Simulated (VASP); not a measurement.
Here is a VASP 6.6.1 calculation.

The input INCAR:

```
PREC = Accurate ; ENCUT = 520
EDIFF = 1E-6 ; ISMEAR = 0
SIGMA = 0.05 ; LREAL = Auto
LASPH = True ; NELM = 60
ALGO = Normal ; ISIF = 2
LWAVE = False ; LCHARG = True
GGA = PS ; LELF = True
LVHAR = True ; NBANDS = 80
NELECT = 128.0
```

KPOINTS

```
regular mesh
0
Gamma
  4 4 4
```

Contents of POSCAR:

```
Li4Nb4O11
1.0
    5.1950821957      0.0000000000      0.0000000000
    0.0000000000      2.9993821042     -4.7271664166
    0.0000000000      5.9987642083      4.7271664167
Li Nb O
4 4 11
Direct
    0.0000000000      0.2865432153      0.3567283924
    0.5000000000      0.7865432153      0.8567283924
    0.0000000000      0.7134567847      0.6432716076
    0.5000000000      0.2134567847      0.1432716076
    0.0000000000      0.7111568631      0.1444215685
    0.5000000000      0.2111568631      0.6444215685
    0.0000000000      0.2888431369      0.8555784315
    0.5000000000      0.7888431369      0.3555784315
    0.8020967884      0.0253128181      0.7589912829
    0.3020967884      0.5253128181      0.2589912829
    0.3273039138      0.1547135204      0.8883919851
    0.3705992977      0.8526167320      0.5862951967
    0.8705992977      0.3526167320      0.0862951967
    0.1979032116      0.9746871819      0.2410087171
    0.6979032116      0.4746871819      0.7410087171
    0.1726960862      0.3452864796      0.6116080149
    0.6365211806      0.6468412740      0.1683641094
    0.6294007023      0.1473832680      0.4137048033
    0.1294007023      0.6473832680      0.9137048033
```

Potentials or basis: VASP PAW PBE potentials, release 64 (Li_sv, Nb_sv, O).

Run with:

```console
$ cat potpaw_PBE.64/Li_sv/POTCAR potpaw_PBE.64/Nb_sv/POTCAR potpaw_PBE.64/O/POTCAR > POTCAR
$ mpirun -np 1 vasp_std > vasp.out
```

Question: Estimate the largest force.

Answer: 10.156 eV/Å.

Forces in eV/Å, atoms in the order of the input:
```
Li   0.389 -0.267  0.517
Li  -0.268 -0.608 -0.320
Li   0.444  0.826  0.480
Li  -0.287  0.172 -0.727
Nb   4.098 -4.555  0.732
Nb  -0.741  1.684  0.734
Nb  -0.090 -0.908  0.303
Nb  -6.386  7.775 -1.379
O   -0.101 -0.116  0.366
O   -5.699  0.561  0.819
O    0.320 -0.041  0.099
O    0.188 -0.201  1.056
O    1.822 -0.754  1.641
O    0.703  0.210  0.835
O    0.113 -0.145 -0.437
O   -0.007 -0.003 -0.230
O    5.560 -3.314 -4.505
O    0.728 -2.498 -0.125
O   -0.785  2.184  0.141
```

Caveat: the cell carries a net charge on a neutralising background, which shifts energy and pressure; the cell differs from its parent crystal (atoms taken out, atom 17 moved 0.333 of the way to it and -0.900 Å across, host rigid); the PAW data sets were made with another functional, which shifts forces and pressure a little.
